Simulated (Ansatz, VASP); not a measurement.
## Sc: VASP beside Ansatz

```
CELL_PARAMETERS angstrom
-1.87840 1.87840 1.68284
1.87840 -1.87840 1.68284
1.87840 1.87840 -1.68284
ATOMIC_POSITIONS crystal
Sc 0.00000 0.00000 0.00000
```

Change from the starting cell: volume scaled by 0.9405.

Alike in both runs: task single point; functional LDA; k mesh 13 × 13 × 13; occupations fermi-dirac, width 0.03 eV; no spin polarisation.

```csv
,VASP,Ansatz
version,VASP 6.6.1,Ansatz 0.2.0
potentials or method,"VASP PAW LDA potentials, release 64 (Sc_sv), cutoff 520 eV","all-electron LAPW, scalar-relativistic"
```

|  | VASP | Ansatz | Ansatz less VASP |
| --- | --- | --- | --- |
| pressure (GPa) | -2.6 | -2.7 | -0.04 |
| traceless stress, the component that is largest in VASP (GPa) | 0.20 | 0.21 | +0.010 |

LDA's correlation is that of Perdew and Zunger in VASP and of Perdew and Wang (1992) in Ansatz. Ansatz ran all-electron here, and VASP with PAW potentials.
